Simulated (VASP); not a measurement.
P, 4 atoms in the cell. It takes space group Cmce (No. 64, orthorhombic). The conventional cell has a = 3.349 Å, b = 10.588 Å, c = 4.423 Å, α = 90.00°, β = 90.00°, γ = 90.00°. P (site symmetry m) has 3 P at 2.25 to 2.27 Å within 3.0 Å. 

```yaml
Program: VASP 6.6.1
Task: single point
Functional: PBE
Potentials_or_basis: VASP PAW PBE potentials, release 64 (P)
Cutoff: 500 eV
k_mesh: 7 × 7 × 5
Occupations: gaussian, width 0.01 eV
Spin: no spin polarisation
Dipole_correction: no
Further_INCAR_settings: ALGO = Normal; EDIFF = 1e-06; NBANDS = 18
```

Potentials or basis: VASP PAW PBE potentials, release 64 (P).

The run is started by

```console
$ cat potpaw_PBE.64/P/POTCAR > POTCAR
$ mpirun -np 1 vasp_std > vasp.out
```

Hardware: 1 thread of Intel Xeon 8259CL (shared host).

**Question.** How long does it take, and how much memory?

**Answer.** Wall time 61 s on 1 thread of Intel Xeon 8259CL, with other jobs on the host, peak memory 0.22 GiB. Counts: scf iterations 12, k points 48.
